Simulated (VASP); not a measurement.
Dy2H:

```
CELL_PARAMETERS angstrom
3.11413 0.00000 0.00000
-1.55706 2.69691 0.00000
0.00000 0.00000 7.37095
ATOMIC_POSITIONS crystal
Dy 0.00000 0.00000 0.78581
Dy 0.00000 0.00000 0.21419
H 0.00000 0.00000 0.00000
```

The cell was generated, and may not be a known phase.

| Property | Result |
| --- | --- |
| Program | VASP 6.6.1 |
| Task | relaxation of cell and atoms |
| Functional | PBE |
| Potentials or basis | VASP PAW PBE potentials, release 64 (Dy_3, H), 4f in core |
| Cutoff | 500 eV |
| k mesh | 7 × 7 × 3 |
| Occupations | gaussian, width 0.2 eV |
| Spin | no spin polarisation |

At the start: pressure 24.6 GPa; volume 20.64 Å³/atom.

Q: How do energy, volume and symmetry change on relaxing?

A: Over 15 steps the energy falls by 848.7 meV/atom and the volume is 25.47 Å³/atom (+23.4 %); space group P6/mmm (No. 191, to 0.1 Å) before and after.

The path:
```csv
step,energy change (eV),largest force (eV/Å),pressure (GPa),volume (Å³)
1,0.0000,6.2136,24.61,61.91
2,-1.5704,0.5286,-3.32,94.06
3,-2.0661,0.2458,1.76,78.54
4,-2.0664,0.2824,1.96,78.19
5,-2.2870,0.3882,-0.44,82.92
6,-2.3340,0.4843,-1.79,87.26
7,-2.3347,0.4706,-1.63,86.62
8,-2.3926,0.6066,-0.99,83.70
9,-2.4369,0.9061,1.58,76.11
10,-2.4437,0.8550,0.88,77.84
11,-2.4758,0.7035,0.84,77.00
12,-2.5273,0.2414,0.91,74.50
13,-2.5292,0.1225,0.97,73.89
14,-2.5409,0.0797,0.46,74.86
15,-2.5460,0.0226,-0.28,76.41
```

Final structure:
```cif
data_structure
_symmetry_space_group_name_H-M 'P 1'
_symmetry_Int_Tables_number 1
_cell_length_a 3.4399
_cell_length_b 3.4399
_cell_length_c 7.4569
_cell_angle_alpha 90.000
_cell_angle_beta 90.000
_cell_angle_gamma 120.000
_cell_volume 76.41
loop_
_atom_site_label
_atom_site_type_symbol
_atom_site_fract_x
_atom_site_fract_y
_atom_site_fract_z
_atom_site_occupancy
Dy1 Dy 0.00000 0.00000 0.72894 1
Dy2 Dy 0.00000 0.00000 0.27106 1
H1 H 0.00000 0.00000 0.00000 1
```

Caveat: the volume moved by over 15 % at a fixed basis, so the end points are rough.
